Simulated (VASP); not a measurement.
Input of a VASP 6.6.1 run:

File INCAR:

```
ALGO = Normal
EDIFF = 1E-6
ENCUT = 520
GGA = PS
ISIF = 2
ISMEAR = -1
LASPH = True
LCHARG = False
LREAL = False
LWAVE = False
NBANDS = 22
NELM = 60
PREC = Accurate
SIGMA = 0.05
```

KPOINTS

```
k-points
0
Gamma
  7 7 4
```

File POSCAR:

```
Cd2S
1.0
    4.0148164244      0.0000000000      0.0000000000
   -2.0074082122      3.4769330151      0.0000000000
    0.0000000000      0.0000000000      5.8856375034
Cd S
2 1
Direct
    0.3333333333      0.6666666667      0.9327170000
    0.6666666667      0.3333333333      0.5787350000
    0.3333333333      0.6666666667      0.3657050000
```

Potentials or basis: VASP PAW PBE potentials, release 64 (Cd, S).

Run with:

```sh
$ cat potpaw_PBE.64/Cd/POTCAR potpaw_PBE.64/S/POTCAR > POTCAR
$ mpirun -np 1 vasp_std > vasp.out
```

Task: Estimate the largest force.

Result: 0.238 eV/Å.

Task: Predict the pressure.

Result: -4.2 GPa.

Task: Predict the band gap on the k mesh.

Result: 0.48 eV (least direct gap 0.75 eV).

Forces in eV/Å, atoms in the order of the input:
```
Cd   0.000  0.000  0.087
Cd   0.000  0.000 -0.238
S    0.000  0.000  0.151
```

Caveat: the cell stands under tension; semilocal functionals underestimate gaps, and a narrow one can read as zero; the PAW data sets were made with another functional, which shifts forces and pressure a little. A k mesh can miss the band edges.
